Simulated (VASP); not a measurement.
# TaN (P6/mmm) in VASP: a series of runs

Runs on TaN. Level: PBEsol. Tasks: relaxation of cell and atoms.

All numbers are computed with VASP 6.6.1; they aren't measurements. Logs are shortened: lines on timing, memory, paths and dates and some standing lists are left out, and cuts for length are marked.

## 1. The cell of the first run

Symmetry: P6/mmm, No. 191, hexagonal system. The conventional cell has a = 5.191 Å, b = 5.191 Å, c = 2.908 Å, α = 90.00°, β = 90.00°, γ = 120.00°. Within 3.4 Å of Ta (site symmetry 6/mmm) lie 6 N at 2.60 Å and 14 Ta at 2.91 to 3.33 Å. Ta (site symmetry -6m2) has 6 N at 2.09 Å within 2.8 Å. Within 2.8 Å of N (site symmetry mmm) lie 6 Ta at 2.09 to 2.60 Å and 4 N at 2.60 Å.

## 2. Relaxation of cell and atoms, PBEsol, target pressure -2 GPa, at which the enthalpy is minimised

INCAR

```
SYSTEM = TaN
  PREC = Accurate
  ENCUT = 600
  EDIFF = 1E-7
  ISMEAR = 0
  SIGMA = 0.1
  LREAL = .False.
  LASPH = .True.
  NELM = 120
  ALGO = Normal
  ISIF = 3
  LWAVE = .False.
  LCHARG = .False.
  GGA = PS
  IBRION = 2
  NSW = 80
  EDIFFG = -0.01
  PSTRESS = -20.0
  GGA_COMPAT = .False.
  NELMIN = 4
```

KPOINTS

```
Automatic mesh
0
Gamma
  6 6 9
  0 0 0
```

POSCAR

```
TaN
1.0
    5.1910000000      0.0000000000      0.0000000000
   -2.5955000000      4.4955378710      0.0000000000
    0.0000000000      0.0000000000      2.9080000000
Ta N
3 3
Direct
    0.0000000000      0.0000000000      0.0000000000
    0.3333333333      0.6666666667      0.5000000000
    0.6666666667      0.3333333333      0.5000000000
    0.5000000000      0.0000000000      0.0000000000
    0.0000000000      0.5000000000      0.0000000000
    0.5000000000      0.5000000000      0.0000000000
```

Potentials or basis: VASP PAW PBE potentials, release 64 (Ta_pv, N).

Started as:

```bash
$ cat potpaw_PBE.64/Ta_pv/POTCAR potpaw_PBE.64/N/POTCAR > POTCAR
$ mpirun -np 1 vasp_std > vasp.out
```

OUTCAR:

```text
SYSTEM = TaN
   PREC = Accurate
   ENCUT = 600
   EDIFF = 1E-7
   ISMEAR = 0
   LREAL = .False.
   LASPH = .True.
   NELM = 120
   ISIF = 3
   GGA = PS
   IBRION = 2
   NSW = 80
   EDIFFG = -0.01
   PSTRESS = -20.0
   NELMIN = 4

 ion  position               nearest neighbor table
   1  0.000  0.000  0.000-   5 2.60   6 2.60   5 2.60   6 2.60   4 2.60   4 2.60   3 3.33   3 3.33
                             2 3.33   2 3.33   2 3.33   3 3.33   2 3.33   3 3.33   2 3.33   3 3.33
   2  0.333  0.667  0.500-   4 2.09   4 2.09   5 2.09   5 2.09   6 2.09   6 2.09   3 3.00   3 3.00
                             3 3.00   1 3.33   1 3.33   1 3.33   1 3.33   1 3.33   1 3.33
   3  0.667  0.333  0.500-   4 2.09   4 2.09   5 2.09   5 2.09   6 2.09   6 2.09   2 3.00   2 3.00
                             2 3.00   1 3.33   1 3.33   1 3.33   1 3.33   1 3.33   1 3.33
   4  0.500  0.000  0.000-   2 2.09   3 2.09   2 2.09   3 2.09   1 2.60   1 2.60
   5  0.000  0.500  0.000-   2 2.09   3 2.09   2 2.09   3 2.09   1 2.60   1 2.60
   6  0.500  0.500  0.000-   2 2.09   3 2.09   2 2.09   3 2.09   1 2.60   1 2.60

  LATTYP: Found a hexagonal cell.
 ALAT       =     5.1910000000
 C/A-ratio  =     0.5602003468

  Lattice vectors:

 A1 = (   5.1910000000,   0.0000000000,   0.0000000000)
 A2 = (  -2.5955000000,   4.4955378710,   0.0000000000)
 A3 = (   0.0000000000,   0.0000000000,   2.9080000000)

Analysis of symmetry for initial positions (statically):
=====================================================================
 Subroutine PRICEL returns:
 Original cell was already a primitive cell.

 Routine SETGRP: Setting up the symmetry group for a
 hexagonal supercell.

 Subroutine GETGRP returns: Found 24 space group operations
 (whereof 24 operations were pure point group operations)
 out of a pool of 24 trial point group operations.

The static configuration has the point symmetry D_6h.

Analysis of symmetry for dynamics (positions and initial velocities):
=====================================================================
 Subroutine PRICEL returns:
 Original cell was already a primitive cell.

 Routine SETGRP: Setting up the symmetry group for a
 hexagonal supercell.

 Subroutine GETGRP returns: Found 24 space group operations
 (whereof 24 operations were pure point group operations)
 out of a pool of 24 trial point group operations.

The dynamic configuration has the point symmetry D_6h.

 Subroutine INISYM returns: Found 24 space group operations
 (whereof 24 operations are pure point group operations),
 and found     1 'primitive' translations

----------------------------------------------------------------------------------------

                                     Primitive cell

  volume of cell :      67.8621

  direct lattice vectors                    reciprocal lattice vectors
     5.191000000  0.000000000  0.000000000     0.192641110  0.111221396  0.000000000
    -2.595500000  4.495537871  0.000000000     0.000000000  0.222442793  0.000000000
     0.000000000  0.000000000  2.908000000     0.000000000  0.000000000  0.343878955

  length of vectors
     5.191000000  5.191000000  2.908000000     0.222442793  0.222442793  0.343878955

  position of ions in fractional coordinates (direct lattice)
     0.000000000  0.000000000  0.000000000
     0.333333333  0.666666667  0.500000000
     0.666666667  0.333333333  0.500000000
     0.500000000  0.000000000  0.000000000
     1.000000000  0.500000000  0.000000000
     0.500000000  0.500000000  0.000000000

  ion indices of the primitive-cell ions
   primitive index   ion index
                 1           1
                 2           2
                 3           3
                 4           4
                 5           5
                 6           6

----------------------------------------------------------------------------------------

 KPOINTS: Automatic mesh

Automatic generation of k-mesh.
 Grid dimensions read from file:
 generate k-points for:    6    6    9

 Generating k-lattice:

  Cartesian coordinates                     Fractional coordinates (reciprocal lattice)
     0.032106852  0.018536899  0.000000000     0.166666667 -0.000000000  0.000000000
     0.000000000  0.037073799  0.000000000     0.000000000  0.166666667  0.000000000
     0.000000000  0.000000000  0.038208773     0.000000000  0.000000000  0.111111111

  Length of vectors
     0.037073799  0.037073799  0.038208773

  Shift w.r.t. Gamma in fractional coordinates (k-lattice)
     0.000000000  0.000000000  0.000000000

 Subroutine IBZKPT returns following result:
 ===========================================

 Found     35 irreducible k-points:

 Following reciprocal coordinates:
            Coordinates               Weight
  0.000000  0.000000  0.000000      1.000000
  0.166667  0.000000  0.000000      6.000000
  0.333333  0.000000  0.000000      6.000000
  0.500000  0.000000  0.000000      3.000000
  0.166667  0.166667  0.000000      6.000000
  0.333333  0.166667  0.000000     12.000000
[... 16 lines left out ...]
  0.166667  0.000000  0.333333     12.000000
  0.333333  0.000000  0.333333     12.000000
 [... further k-points ...]
   k-points           NKPTS =     35   k-points in BZ     NKDIM =     35   number of bands    NBANDS=     28
   number of dos      NEDOS =    301   number of ions     NIONS =      6
   total plane-waves  NPLWV =  42336
   dimension x,y,z NGX =    42 NGY =   42 NGZ =   24
   dimension x,y,z NGXF=    84 NGYF=   84 NGZF=   48
   ions per type =               3   3
   NGX,Y,Z   is equivalent  to a cutoff of  13.45, 13.45, 13.72 a.u.
   NGXF,Y,Z  is equivalent  to a cutoff of  26.90, 26.90, 27.44 a.u.
 SYSTEM =  TaN
   PREC   = accura    normal or accurate (medium, high low for compatibility)
   ISTART =      0    job   : 0-new  1-cont  2-samecut
   ICHARG =      2    charge: 1-file 2-atom 10-const
   ISPIN  =      1    spin polarized calculation?
   LNONCOLLINEAR =      F non collinear calculations
   LSORBIT =      F    spin-orbit coupling
   LASPH  =      T    aspherical Exc in radial PAW
   ENCUT  =  600.0 eV  44.10 Ry    6.64 a.u.  10.37 10.37  5.81*2*pi/ulx,y,z
   NELM   =    120;   NELMIN=  4; NELMDL= -5     # of ELM steps
   EDIFF  = 0.1E-06   stopping-criterion for ELM
   LREAL  =      F    real-space projection
   EDIFFG = -.1E-01   stopping-criterion for IOM
   NSW    =     80    number of steps for IOM
   IBRION =      2    ionic relax: 0-MD 1-quasi-New 2-CG
   NFREE  =      1    steps in history (QN), initial steepest desc. (CG)
   ISIF   =      3    stress and relaxation
   ISYM   =      2    0-nonsym 1-usesym 2-fastsym
   POTIM  = 0.5000    time-step for ionic-motion
   TEBEG  =    0.0;   TEEND  =   0.0 temperature during run
   PSTRESS=  -20.0 pullay stress
   NELECT =      48.0000    total number of electrons
   NUPDOWN=      -1.0000    fix difference up-down
   EMIN   =  10.00;   EMAX   =-10.00  energy-range for DOS
   EFERMI =   0.00;   METHOD = LEGACY
   ISMEAR =     0;   SIGMA  =   0.10  broadening in eV -4-tet -1-fermi 0-gaus
   EFERMI_NEDOS =   21; number of points for ismear=-14 and -15
   IALGO  =     38    algorithm
   IMIX   =      4    mixing-type and parameters
     AMIX     =   0.40;   BMIX     =  1.00
     AMIX_MAG =   1.60;   BMIX_MAG =  1.00
  volume/ion in A,a.u.               =      11.31        76.33
  Fermi-wavevector in a.u.,A,eV,Ry     =   1.458634  2.756418 28.947918  2.127612
  Thomas-Fermi vector in A             =   2.575295
   LORBIT       =      0    0 simple, 1 ext, 2 COOP (PROOUT), +10 PAW based schemes
   GGA     = PS    functional components
   LHFCALC =     F    Hartree Fock is set to
   AEXX    =    0.0000 exact exchange contribution
   IVDW    =     0    specifies the selected vdW correction
   LEPSILON=     F    determine dielectric tensor
   LRPA    =     F    only Hartree local field effects (RPA)
 conjugate gradient relaxation of ions
 non-spin polarized calculation
 Gauss-broadening in eV      SIGMA  =   0.10
  energy-cutoff  :      600.00
  volume of cell :       67.86
 maximum number of plane-waves:      2292
 NGX is ok and might be reduce to    42
   NGX = 21   NGY = 21   NGZ = 11

--------------------------------------- Ionic step        1  -------------------------------------------

 number of electron      48.0000002 magnetization

 Free energy of the ion-electron system (eV)
  ---------------------------------------------------
  ext. energy  EPLUGINS =         0.00000000
  ---------------------------------------------------
  free energy    TOTEN  =       -68.70531402 eV

  energy without entropy =      -68.70221127  energy(sigma->0) =      -68.70376265

------------------------ aborting loop because EDIFF is reached ----------------------------------------

  FORCE on cell =-STRESS in cart. coord.  units (eV):
  Direction    XX          YY          ZZ          XY          YZ          ZX
  --------------------------------------------------------------------------------------
  -------------------------------------------------------------------------------------
  Total        0.5109087      0.5109087      1.1649015      0.0000000     -0.0000000     -0.0000000
  in kB       12.0622063     12.0622063     27.5025334      0.0000000     -0.0000000     -0.0000000
  external PRESSURE =      37.2089820 kB  Pullay stress =     -20.0000000 kB

 VOLUME and BASIS-vectors are now :
 -----------------------------------------------------------------------------
  energy-cutoff  :      600.00
  volume of cell :       67.86
      direct lattice vectors                 reciprocal lattice vectors
     5.191000000  0.000000000  0.000000000     0.192641110  0.111221396  0.000000000
    -2.595500000  4.495537871  0.000000000     0.000000000  0.222442793  0.000000000
     0.000000000  0.000000000  2.908000000     0.000000000  0.000000000  0.343878955
[... 138 lines left out ...]
  FREE ENERGIE OF THE ION-ELECTRON SYSTEM (eV)
  ---------------------------------------------------
  free  energy   TOTEN  =       -68.7049771394 eV

  energy  without entropy=      -68.7018535596  energy(sigma->0) =      -68.70341535

  enthalpy is  TOTEN    =       -69.5613467698 eV   P V=       -0.8563696304

--------------------------------------- Ionic step        5  -------------------------------------------

 number of electron      48.0000001 magnetization

 Free energy of the ion-electron system (eV)
  ---------------------------------------------------
  ext. energy  EPLUGINS =         0.00000000
  ---------------------------------------------------
  free energy    TOTEN  =       -68.70456703 eV

  energy without entropy =      -68.70141233  energy(sigma->0) =      -68.70298968

 E-fermi :   7.7430     XC(G=0): -13.1336

 val. band max:        7.7304491279   @ k =   0.1667   0.0000   0.2222
 cond. band min:       7.7662511200   @ k =   0.0000   0.0000   0.2222
 fundamental gap:      0.0358019921
 Fermi energy:         7.7429759372

 k-point     1 :       0.0000    0.0000    0.0000
  band No.  band energies     occupation
      1     -28.2327      2.00000
      2     -28.2327      2.00000
      3     -27.8576      2.00000
      4     -27.8576      2.00000
      5     -27.6464      2.00000
      6     -27.5391      2.00000
[... 20 lines left out ...]
     27       8.7033      0.00000
[... 691 lines left out ...]
      6     -27.6864      2.00000
[... 20 lines left out ...]
     27       9.8405      0.00000
     28      10.4797      0.00000

 [... further k-points ...]

------------------------ aborting loop because EDIFF is reached ----------------------------------------

  FORCE on cell =-STRESS in cart. coord.  units (eV):
  Direction    XX          YY          ZZ          XY          YZ          ZX
  --------------------------------------------------------------------------------------
  -------------------------------------------------------------------------------------
  Total       -0.8630212     -0.8630212     -0.8079694      0.0000000      0.0000000     -0.0000000
  in kB      -20.1432502    -20.1432502    -18.8583209      0.0000000      0.0000000     -0.0000000
  external PRESSURE =       0.2850595 kB  Pullay stress =     -20.0000000 kB

 VOLUME and BASIS-vectors are now :
 -----------------------------------------------------------------------------
  energy-cutoff  :      600.00
  volume of cell :       68.64
      direct lattice vectors                 reciprocal lattice vectors
     5.210991828 -0.000000000 -0.000000000     0.191902047  0.110794699 -0.000000000
    -2.605495914  4.512851302 -0.000000000     0.000000000  0.221589397  0.000000000
     0.000000000 -0.000000000  2.918979664     0.000000000  0.000000000  0.342585463

 POSITION                                       TOTAL-FORCE (eV/Angst)
 -----------------------------------------------------------------------------------
      5.21099      0.00000     -0.00000        -0.000000      0.000000      0.000000
     -0.00000      3.00857      1.45949         0.000000     -0.000000     -0.000000
      2.60550      1.50428      1.45949        -0.000000      0.000000      0.000000
      2.60550      0.00000     -0.00000         0.000000     -0.000000      0.000000
      3.90824      2.25643     -0.00000        -0.000000      0.000000      0.000000
      1.30275      2.25643     -0.00000        -0.000000     -0.000000      0.000000
 -----------------------------------------------------------------------------------
    total drift:                                0.000000     -0.000000     -0.000000

  FREE ENERGIE OF THE ION-ELECTRON SYSTEM (eV)
  ---------------------------------------------------
  free  energy   TOTEN  =       -68.7045670271 eV

  energy  without entropy=      -68.7014123263  energy(sigma->0) =      -68.70298968

  enthalpy is  TOTEN    =       -69.5614507603 eV   P V=       -0.8568837332

 reached required accuracy - stopping structural energy minimisation
```

Run time: 2.9 min. Hardware: 1 thread of Intel Xeon 6975P-C (Granite Rapids), shared host; peak memory 0.25 GiB.

Results:

| Item | Value |
| --- | --- |
| Free energy | -68.7046 eV |
| Relaxed volume | 11.44 Å³/atom |
| Relaxed cell | a = 5.211 Å, b = 5.211 Å, c = 2.919 Å, α = 90.00°, β = 90.00°, γ = 120.00° |
| Space group after relaxing (to 0.05 Å) | P6/mmm (No. 191) |
| Energy change on relaxing (the enthalpy is what falls) | +0.1 meV/atom |
| Ionic steps | 5 |
| Pressure after relaxing | -2.0 GPa |
| Band gap on the k mesh | zero (band 24 reaches 8.69 eV, above the bottom of band 25 at 6.65 eV) |

Step by step:
```
step  energy change (eV)  largest force (eV/Å)  pressure (GPa)  volume (Å³)
   1              0.0000                0.0000            1.72        67.86
   2              0.0754                0.0000          -10.19        70.47
   3              0.0005                0.0000           -1.98        68.62
   4              0.0003                0.0000           -1.91        68.60
   5              0.0007                0.0000           -1.97        68.64
```

Final structure:
```yaml
crystal:
  lattice:
    - [5.21099, 0.00000, 0.00000]
    - [-2.60550, 4.51285, 0.00000]
    - [0.00000, 0.00000, 2.91898]
  atoms:
    - { symbol: Ta, position: [0.00000, 0.00000, 0.00000] }
    - { symbol: Ta, position: [0.33333, 0.66667, 0.50000] }
    - { symbol: Ta, position: [0.66667, 0.33333, 0.50000] }
    - { symbol: N, position: [0.50000, 0.00000, 0.00000] }
    - { symbol: N, position: [0.00000, 0.50000, 0.00000] }
    - { symbol: N, position: [0.50000, 0.50000, 0.00000] }
```

Levels at points of the mesh, in eV from the Fermi level:
```csv
k point,band 20,band 21,band 22,band 23,band 24,band 25,band 26,band 27,band 28
"(0.00, 0.00, 0.00)",-2.81,-2.81,-2.29,-1.88,-1.09,-1.09,0.96,0.96,1.34
"(0.50, 0.00, 0.00)",-4.41,-3.20,-2.71,-1.53,-0.53,1.47,1.95,1.98,2.42
```

Caveat: the cell is relaxed towards a set pressure, so the enthalpy falls and the energy may rise; the PAW data sets were made with another functional, which shifts forces and pressure a little; spin-orbit coupling is left out, which moves the levels of the heavy elements. Zero-point motion and thermal expansion aren't in these numbers.

[end of part 1 of 2]
